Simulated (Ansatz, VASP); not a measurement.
ZnO in VASP and in Ansatz

The input INCAR:

```
PREC     = Accurate       # precision mode
ENCUT    = 600            # plane-wave cutoff, eV
EDIFF    = 1E-6           # SCF threshold, eV
ISMEAR   = 0              # smearing method
SIGMA    = 0.1            # smearing width, eV
LREAL    = False          # projectors in reciprocal space
LASPH    = True           # aspherical terms in the spheres
NELM     = 100            # most SCF steps
ALGO     = Normal         # electronic algorithm
ISIF     = 3              # what is computed and relaxed
LWAVE    = False          # write WAVECAR
LCHARG   = False          # write CHGCAR
GGA      = RP             # functional
IBRION   = 2              # ionic algorithm
NSW      = 100            # ionic steps
EDIFFG   = -0.05          # ionic threshold
```

The input KPOINTS:

```
regular mesh
0
Gamma
  9 9 4
```

The input POSCAR:

```
ZnO
1.0
    3.2494000000      0.0000000000      0.0000000000
   -1.6247000000      2.8140629500      0.0000000000
    0.0000000000      0.0000000000      5.2038000000
Zn O
2 2
Direct
    0.3333333300      0.6666666700      0.0000000000
    0.6666666700      0.3333333300      0.5000000000
    0.3333333300      0.6666666700      0.3830000000
    0.6666666700      0.3333333300      0.8830000000
```

Input for Ansatz:

```yaml
crystal:
  lattice:
    - [3.2494, 0.0, 0.0]
    - [-1.6247, 2.81406295, 0.0]
    - [0.0, 0.0, 5.2038]
  atoms:
    - { symbol: Zn, position: [0.33333333, 0.66666667, 0.0] }
    - { symbol: Zn, position: [0.66666667, 0.33333333, 0.5] }
    - { symbol: O, position: [0.33333333, 0.66666667, 0.383] }
    - { symbol: O, position: [0.66666667, 0.33333333, 0.883] }
basis:
  ecutwfc: 420
kpoints:
  mp_grid: { grid: [9, 9, 4] }
hamiltonian:
  xc: rpbe
  pseudopotentials: { kind: paw, azcp: { folder: soft_1 } }
scf:
  occupations: { method: gaussian, width: 0.1 }
output:
  forces: true
  stress: true
  eigenvalues: true
relax:
  adjacent_minimum: "off"
  f_tol: 0.05
  max_steps: 80
  cell: { stress_tol: 0.5 }
```

Alike in both runs: task relaxation of cell and atoms; functional RPBE; k mesh 9 × 9 × 4; occupations gaussian, width 0.1 eV; no spin polarisation.

|  | VASP | Ansatz |
| --- | --- | --- |
| version | VASP 6.6.1 | Ansatz 0.2.0 |
| potentials or method | VASP PAW PBE potentials, release 64 (Zn, O), cutoff 600 eV | scalar-relativistic, plane waves, PAW |
| valence electrons in the cell | 36 | 36 |

Ansatz gave:

- gap on the k mesh at the Fermi level, each at its own relaxed structure (eV): 0.80
- relaxed volume (Å³/atom): 12.74
- relaxed cell length with the largest relative difference (Å): 3.315

Question: What did VASP give for the same quantities?

Answer: gap on the k mesh at the Fermi level, each at its own relaxed structure (eV): 0.78; relaxed volume (Å³/atom): 12.84; relaxed cell length with the largest relative difference (Å): 3.334.

VASP's potentials were made for PBE, not for RPBE.
